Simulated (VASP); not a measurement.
# NiO (Fm-3m) in VASP: a series of runs

The runs below take NiO through single point, with PBEsol, LDA, RPBE, revPBE.

All numbers are computed with VASP 6.6.1; they aren't measurements. Logs are shortened: lines on timing, memory, paths and dates and some standing lists are left out, and cuts for length are marked.

### Step 1. The cell of the first run

The structure is cubic, space group Fm-3m (No. 225). Conventional cell: a = 4.199 Å, b = 4.199 Å, c = 4.199 Å, α = 90.00°, β = 90.00°, γ = 90.00°. Ni (site symmetry m-3m) has 6 O at 2.10 Å within 2.8 Å. O (site symmetry m-3m) has 6 Ni at 2.10 Å within 2.8 Å.

### Step 2. Single point, PBEsol, collinear spin, ferromagnetic start (volume scaled by 1.02)

Input file INCAR:

```
PREC     = Accurate       # precision mode
ENCUT    = 520            # plane-wave cutoff, eV
EDIFF    = 1E-6           # SCF threshold, eV
ISMEAR   = -1             # smearing method
SIGMA    = 0.05           # smearing width, eV
LREAL    = F              # projectors in reciprocal space
LASPH    = T              # aspherical terms in the spheres
NELM     = 150            # most SCF steps
ALGO     = Normal         # electronic algorithm
ISIF     = 2              # what is computed and relaxed
LWAVE    = F              # write WAVECAR
LCHARG   = F              # write CHGCAR
ISPIN    = 2              # spin polarisation
MAGMOM   = 1 0            # initial moments
LORBIT   = 11             # projections on sites
LMAXMIX  = 4              # l up to which the mixer works
GGA      = PS             # functional
NBANDS   = 19             # bands
```

Input file KPOINTS:

```
Automatic mesh
0
Gamma
  11 11 11
```

Input file POSCAR:

```
NiO
1.0
    0.0000000000      2.0997159621      2.0997159621
    2.0997159621      0.0000000000      2.0997159621
    2.0997159621      2.0997159621      0.0000000000
Ni O
1 1
Direct
    0.0000000000      0.0000000000      0.0000000000
    0.5000000000      0.5000000000      0.5000000000
```

Potentials or basis: VASP PAW PBE potentials, release 64 (Ni, O).

Started as:

```bash
$ cat potpaw_PBE.64/Ni/POTCAR potpaw_PBE.64/O/POTCAR > POTCAR
$ mpirun -np 1 vasp_std > vasp.out
```

OUTCAR:

```text
PREC = Accurate
   ENCUT = 520
   EDIFF = 1E-6
   ISMEAR = -1
   LREAL = F
   LASPH = T
   NELM = 150
   ISIF = 2
   ISPIN = 2
   LORBIT = 11
   GGA = PS

 ion  position               nearest neighbor table
   1  0.000  0.000  0.000-   2 2.10   2 2.10   2 2.10   2 2.10   2 2.10   2 2.10
   2  0.500  0.500  0.500-   1 2.10   1 2.10   1 2.10   1 2.10   1 2.10   1 2.10

  LATTYP: Found a face centered cubic cell.
 ALAT       =     4.1994319242

  Lattice vectors:

 A1 = (   0.0000000000,   2.0997159621,   2.0997159621)
 A2 = (   2.0997159621,   0.0000000000,   2.0997159621)
 A3 = (   2.0997159621,   2.0997159621,   0.0000000000)

Analysis of symmetry for initial positions (statically):
=====================================================================
 Subroutine PRICEL returns:
 Original cell was already a primitive cell.

 Routine SETGRP: Setting up the symmetry group for a
 face centered cubic supercell.

 Subroutine GETGRP returns: Found 48 space group operations
 (whereof 48 operations were pure point group operations)
 out of a pool of 48 trial point group operations.

The static configuration has the point symmetry O_h .

Analysis of symmetry for dynamics (positions and initial velocities):
=====================================================================
 Subroutine PRICEL returns:
 Original cell was already a primitive cell.

 Routine SETGRP: Setting up the symmetry group for a
 face centered cubic supercell.

 Subroutine GETGRP returns: Found 48 space group operations
 (whereof 48 operations were pure point group operations)
 out of a pool of 48 trial point group operations.

The dynamic configuration has the point symmetry O_h .

Analysis of structural, dynamic, and magnetic symmetry:
=====================================================================
 Subroutine PRICEL returns:
 Original cell was already a primitive cell.

 Routine SETGRP: Setting up the symmetry group for a
 face centered cubic supercell.

 Subroutine GETGRP returns: Found 48 space group operations
 (whereof 48 operations were pure point group operations)
 out of a pool of 48 trial point group operations.

The overall configuration has the point symmetry O_h .

 Subroutine INISYM returns: Found 48 space group operations
 (whereof 48 operations are pure point group operations),
 and found     1 'primitive' translations
[... 106 lines left out ...]
   NELECT =      16.0000    total number of electrons
   NUPDOWN=      -1.0000    fix difference up-down
   EMIN   =  10.00;   EMAX   =-10.00  energy-range for DOS
   EFERMI =   0.00;   METHOD = LEGACY
   ISMEAR =    -1;   SIGMA  =   0.05  broadening in eV -4-tet -1-fermi 0-gaus
   EFERMI_NEDOS =   21; number of points for ismear=-14 and -15
   IALGO  =     38    algorithm
   IMIX   =      4    mixing-type and parameters
     AMIX     =   0.40;   BMIX     =  1.00
     AMIX_MAG =   1.60;   BMIX_MAG =  1.00
  volume/ion in A,a.u.               =       9.26        62.47
  Fermi-wavevector in a.u.,A,eV,Ry     =   1.559352  2.946749 33.083654  2.431580
  Thomas-Fermi vector in A             =   2.662723
   LORBIT       =     11    0 simple, 1 ext, 2 COOP (PROOUT), +10 PAW based schemes
   GGA     = PS    functional components
   LHFCALC =     F    Hartree Fock is set to
   AEXX    =    0.0000 exact exchange contribution
   IVDW    =     0    specifies the selected vdW correction
   LEPSILON=     F    determine dielectric tensor
   LRPA    =     F    only Hartree local field effects (RPA)
 spin polarized calculation
  energy-cutoff  :      520.00
  volume of cell :       18.51
 maximum number of plane-waves:       531
 NGX is ok and might be reduce to    24
   NGX = 11   NGY = 11   NGZ = 11

 number of electron      16.0000011 magnetization       1.4196136

 Free energy of the ion-electron system (eV)
  ---------------------------------------------------
  ext. energy  EPLUGINS =         0.00000000
  ---------------------------------------------------
  free energy    TOTEN  =       -12.36614438 eV

  energy without entropy =      -12.35238791  energy(sigma->0) =      -12.35926614

 E-fermi :   7.5116     XC(G=0): -12.8456

 val. band max:        7.4907898001   @ k =  -0.3636   0.4545   0.1818
 cond. band min:       7.5335277395   @ k =  -0.3636   0.4545   0.0909
 fundamental gap:      0.0427379393
 Fermi energy:         7.5116171086

 spin component 1

 k-point     1 :       0.0000    0.0000    0.0000
  band No.  band energies     occupation
      1     -12.7409      1.00000
      2       4.4647      1.00000
      3       4.4647      1.00000
      4       4.4647      1.00000
      5       4.7705      1.00000
      6       4.7706      1.00000
[... 517 lines left out ...]
     18      38.0229      0.00000
     19      39.2347      0.00000

 [... further k-points ...]

 spin component 2

 k-point     1 :       0.0000    0.0000    0.0000
  band No.  band energies     occupation
      1     -12.4000      1.00000
      2       4.8630      1.00000
      3       4.8630      1.00000
      4       4.8630      1.00000
      5       5.8296      1.00000
      6       5.8296      1.00000
[... 517 lines left out ...]
     18      38.3418      0.00000
     19      39.3133      0.00000

 [... further k-points ...]
[... 5 lines left out ...]
  --------------------------------------------------------------------------------------
  -------------------------------------------------------------------------------------
  Total       -1.2372000     -1.2372000     -1.2372000      0.0000000     -0.0000000     -0.0000000
  in kB     -107.0628591   -107.0628591   -107.0628591      0.0000000     -0.0000000     -0.0000000
  external PRESSURE =    -107.0628591 kB  Pullay stress =       0.0000000 kB

 VOLUME and BASIS-vectors are now :
 -----------------------------------------------------------------------------
  energy-cutoff  :      520.00
  volume of cell :       18.51
      direct lattice vectors                 reciprocal lattice vectors
     0.000000000  2.099715962  2.099715962    -0.238127446  0.238127446  0.238127446
     2.099715962  0.000000000  2.099715962     0.238127446 -0.238127446  0.238127446
     2.099715962  2.099715962  0.000000000     0.238127446  0.238127446 -0.238127446

 POSITION                                       TOTAL-FORCE (eV/Angst)
 -----------------------------------------------------------------------------------
      0.00000      0.00000      0.00000         0.000000     -0.000000      0.000000
      2.09972      2.09972      2.09972        -0.000000      0.000000      0.000000
 -----------------------------------------------------------------------------------
    total drift:                                0.000000     -0.000000     -0.000000

  FREE ENERGIE OF THE ION-ELECTRON SYSTEM (eV)
  ---------------------------------------------------
  free  energy   TOTEN  =       -12.3661443751 eV

  energy  without entropy=      -12.3523879053  energy(sigma->0) =      -12.35926614

 total charge

# of ion       s       p       d       tot
------------------------------------------
    1        0.328   0.392   8.275   8.995
    2        1.556   3.368   0.000   4.924
--------------------------------------------------
tot          1.884   3.761   8.275  13.920

 magnetization (x)

# of ion       s       p       d       tot
------------------------------------------
    1        0.010   0.014   1.157   1.181
    2        0.024   0.180   0.000   0.204
--------------------------------------------------
tot          0.034   0.193   1.157   1.385
```

OSZICAR:

```text
N       E                     dE             d eps       ncg     rms          rms(c)
DAV:   1     0.810986323686E+02    0.81099E+02   -0.70129E+03  4579   0.103E+03
DAV:   2    -0.957025275598E+01   -0.90669E+02   -0.79227E+02  4391   0.232E+02
DAV:   3    -0.145022008951E+02   -0.49319E+01   -0.46844E+01  4918   0.547E+01
DAV:   4    -0.145454731035E+02   -0.43272E-01   -0.43219E-01  4709   0.499E+00
DAV:   5    -0.145461208173E+02   -0.64771E-03   -0.64765E-03  4893   0.615E-01    0.137E+01
DAV:   6    -0.139680463569E+02    0.57807E+00   -0.11515E+01  5521   0.589E+01    0.171E+01
DAV:   7    -0.124259072855E+02    0.15421E+01   -0.50139E+00  5434   0.484E+01    0.554E+00
DAV:   8    -0.123616777464E+02    0.64230E-01   -0.23411E-01  5525   0.802E+00    0.275E+00
DAV:   9    -0.123657266629E+02   -0.40489E-02   -0.23728E-02  5590   0.166E+00    0.696E-01
DAV:  10    -0.123658223397E+02   -0.95677E-04   -0.32030E-03  5225   0.853E-01    0.259E-01
DAV:  11    -0.123661156362E+02   -0.29330E-03   -0.63629E-04  5719   0.473E-01    0.158E-01
DAV:  12    -0.123661208718E+02   -0.52355E-05   -0.36543E-04  5487   0.396E-01    0.497E-02
DAV:  13    -0.123661519035E+02   -0.31032E-04   -0.87507E-05  5374   0.119E-01    0.360E-02
DAV:  14    -0.123661450384E+02    0.68651E-05   -0.10901E-05  5737   0.612E-02    0.165E-02
DAV:  15    -0.123661443751E+02    0.66334E-06   -0.37845E-06  4393   0.227E-02
   1 F= -.12366144E+02 E0= -.12359266E+02  d E =-.137565E-01  mag=     1.4199
```

It took 58 s on 1 thread of Intel Xeon 8259CL, shared host; peak memory 0.17 GiB.

What came out:

```
Free energy                                           : -12.3661 eV
Pressure                                              : -10.7 GPa
Net moment                                            : 1.42 μB per cell
Site moments                                          : Ni +1.18; O +0.20 μB
Valence electrons inside the program's atomic spheres : Ni 8.99; O 4.92
```

Caveat: the cell differs from its parent crystal (volume scaled by 1.02); the PAW data sets were made with another functional, which shifts forces and pressure a little; a cell with one magnetic atom can't hold antiferromagnetic order, which such compounds often take; semilocal functionals often make such compounds metallic where correlation or magnetic order opens a gap, which also shifts bond lengths.

### Step 3. Single point, PBEsol, collinear spin, ferromagnetic start

This run uses another cell than the first one, of 9.08 Å³/atom, 0.980 times its volume.

Input file INCAR:

```
PREC = Accurate
ENCUT = 520
EDIFF = 1E-6
ISMEAR = -5
SIGMA = 0.1
LREAL = F
LASPH = T
NELM = 150
ALGO = Normal
ISIF = 2
LWAVE = F
LCHARG = F
ISPIN = 2
MAGMOM = 1 0
LORBIT = 11
LMAXMIX = 4
GGA = PS
NBANDS = 19
```

KPOINTS is that of step 2.

Input file POSCAR:

```
NiO
1.0
    0.0000000000      2.0859016400      2.0859016400
    2.0859016400      0.0000000000      2.0859016400
    2.0859016400      2.0859016400      0.0000000000
Ni O
1 1
Direct
    0.0000000000      0.0000000000      0.0000000000
    0.5000000000      0.5000000000      0.5000000000
```

Potentials or basis: VASP PAW PBE potentials, release 64 (Ni, O).

Started as:

```bash
$ cat potpaw_PBE.64/Ni/POTCAR potpaw_PBE.64/O/POTCAR > POTCAR
$ mpirun -np 1 vasp_std > vasp.out
```

It took 68 s on 1 thread of Intel Xeon 8259CL, shared host; peak memory 0.17 GiB.

The run converged. Its results:

| Quantity | Value |
| --- | --- |
| Free energy | -12.3774 eV |
| Pressure | -6.0 GPa |
| Net moment | 1.59 μB per cell |
| Site moments | Ni +1.30; O +0.24 μB |
| Valence electrons inside the program's atomic spheres | Ni 9.02; O 4.94 |

Levels at points of the mesh, in eV from the Fermi level:
Spin up:
```tsv
k point	band 5	band 6	band 7	band 8	band 9	band 10	band 11	band 12	band 13	band 14
(0.00, 0.00, 0.00)	-2.92	-2.92	-2.55	-2.55	-2.55	1.47	17.63	18.81	18.81	18.81
```
Spin down:
```
           k point  band 3  band 4  band 5  band 6  band 7  band 8  band 9  band 10  band 11  band 12
(0.00, 0.00, 0.00)   -2.61   -2.61   -1.74   -1.74   -1.74   -0.81   -0.81     1.79    17.59    19.04
```

Caveat: the PAW data sets were made with another functional, which shifts forces and pressure a little; a cell with one magnetic atom can't hold antiferromagnetic order, which such compounds often take; semilocal functionals often make such compounds metallic where correlation or magnetic order opens a gap, which also shifts bond lengths; tetrahedron occupations give inexact forces and stress in metals. With open d or f shells a metallic result of PBEsol can be an artefact of self-interaction; +U or a hybrid may open a gap.

### Step 4. Single point, LDA, collinear spin, ferromagnetic start

This run uses another cell than the first one, of 9.08 Å³/atom, 0.980 times its volume.

Input file INCAR:

```
SYSTEM = NiO
ALGO     = Normal         ! electronic algorithm
EDIFF    = 1E-6           ! SCF threshold, eV
ENCUT    = 520            ! plane-wave cutoff, eV
ISIF     = 2              ! what is computed and relaxed
ISMEAR   = -1             ! smearing method
ISPIN    = 2              ! spin polarisation
LASPH    = .TRUE.         ! aspherical terms in the spheres
LCHARG   = .FALSE.        ! write CHGCAR
LMAXMIX  = 4              ! l up to which the mixer works
LORBIT   = 11             ! projections on sites
LREAL    = .FALSE.        ! projectors in reciprocal space
LWAVE    = .FALSE.        ! write WAVECAR
MAGMOM   = 1 0            ! initial moments
NBANDS   = 19             ! bands
NELM     = 150            ! most SCF steps
PREC     = Accurate       ! precision mode
SIGMA    = 0.05           ! smearing width, eV
```

Input file KPOINTS:

```
k-points
0
G
  6 6 6
  0 0 0
```

Input file POSCAR:

```
NiO
1.0
    0.0000000000      2.0859016414      2.0859016414
    2.0859016414      0.0000000000      2.0859016414
    2.0859016414      2.0859016414      0.0000000000
Ni O
1 1
Direct
    0.0000000000      0.0000000000      0.0000000000
    0.5000000000      0.5000000000      0.5000000000
```

Potentials or basis: VASP PAW LDA potentials, release 64 (Ni, O).

Started as:

```bash
$ cat potpaw_LDA.64/Ni/POTCAR potpaw_LDA.64/O/POTCAR > POTCAR
$ mpirun -np 1 vasp_std > vasp.out
```

It took 4.3 s on 1 thread of Intel Xeon 6975P-C (Granite Rapids), shared host; peak memory 0.13 GiB.

It converged, with:

| Property | Result |
| --- | --- |
| Free energy | -13.3263 eV |
| Pressure | -20.5 GPa |
| Band gap on the k mesh | zero (filled and empty bands overlap) |
| Net moment | 0.00 μB per cell |
| Valence electrons inside the program's atomic spheres | Ni 9.09; O 4.90 |

Levels at points of the mesh, in eV from the Fermi level:
Spin up:
| k point | band 4 | band 5 | band 6 | band 7 | band 8 | band 9 | band 10 | band 11 | band 12 | band 13 |
| --- | --- | --- | --- | --- | --- | --- | --- | --- | --- | --- |
| (0.00, 0.00, 0.00) | -3.02 | -1.72 | -1.72 | -1.72 | -1.53 | -1.53 | 1.80 | 17.85 | 19.14 | 19.14 |
| (0.50, 0.00, 0.00) | -5.38 | -0.88 | -0.88 | -0.51 | 1.36 | 1.36 | 5.71 | 10.08 | 14.14 | 14.14 |
| (0.50, 0.50, 0.00) | -4.31 | -2.73 | -1.13 | -0.60 | -0.60 | -0.57 | 6.41 | 10.55 | 12.55 | 16.67 |
Spin down:
| k point | band 5 | band 6 | band 7 | band 8 | band 9 | band 10 | band 11 | band 12 |
| --- | --- | --- | --- | --- | --- | --- | --- | --- |
| (0.00, 0.00, 0.00) | -1.72 | -1.72 | -1.72 | -1.53 | -1.53 | 1.80 | 17.85 | 19.14 |
| (0.50, 0.00, 0.00) | -0.88 | -0.88 | -0.51 | 1.36 | 1.36 | 5.71 | 10.08 | 14.14 |
| (0.50, 0.50, 0.00) | -2.73 | -1.13 | -0.60 | -0.60 | -0.57 | 6.41 | 10.55 | 12.55 |

Caveat: the k points lie up to 0.43 Å⁻¹ apart; semilocal functionals often make such compounds metallic where correlation or magnetic order opens a gap, which also shifts bond lengths. With open d or f shells a metallic result of LDA can be an artefact of self-interaction; +U or a hybrid may open a gap.

[end of part 1 of 2]
